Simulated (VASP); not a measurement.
Wanted: the native input for a VASP 6.6.1 run.

```yaml
Task: single point
Functional: PBEsol
Potentials_or_basis: VASP PAW PBE potentials, release 64 (Au)
Cutoff: 520 eV
k_mesh: 1 × 1 × 13
Occupations: gaussian, width 0.05 eV
Spin: collinear spin
Starting_moments: "[0.5, 0.5] μB"
Dipole_correction: no
Further_INCAR_settings: ALGO = Normal; EDIFF = 1e-06; NBANDS = 22
```

The structure of Au lies in POSCAR:

```
Au
1.0
    9.0000000000      0.0000000000      0.0000000000
    0.0000000000      9.3000000000      0.0000000000
    0.0000000000      0.0000000000      5.1977307352
Au
2
Direct
    0.5000000000      0.5000000000      0.0000000000
    0.5000000000      0.5000000000      0.4650000000
```

These files were run (other wordings do the same):

INCAR

```
SYSTEM = Au
ALGO = Normal
EDIFF = 1E-6
ENCUT = 520
GGA = PS
ISIF = 2
ISMEAR = 0
ISPIN = 2
LASPH = .True.
LCHARG = .False.
LMAXMIX = 4
LORBIT = 11
LREAL = .False.
LWAVE = .False.
MAGMOM = 0.5 0.5
NBANDS = 22
NELM = 150
PREC = Accurate
SIGMA = 0.05
```

KPOINTS

```
k-points
0
Gamma
  1 1 13
  0 0 0
```

Potentials or basis: VASP PAW PBE potentials, release 64 (Au).

Run with:

```sh
$ cat potpaw_PBE.64/Au/POTCAR > POTCAR
$ mpirun -np 1 vasp_std > vasp.out
```

It gave:

The largest force is 2.262 eV/Å, the net moment is 0.26 μB per cell and the site moments are Au +0.11 μB. The valence electrons inside the program's atomic spheres are Au 9.60.

Caveat: a moment this small can come from the mesh or the smearing; the PAW data sets were made with another functional, which shifts forces and pressure a little.

Run time: 6.1 min on 1 thread of Intel Xeon 8259CL, on a shared host, peak memory 0.6 GiB.
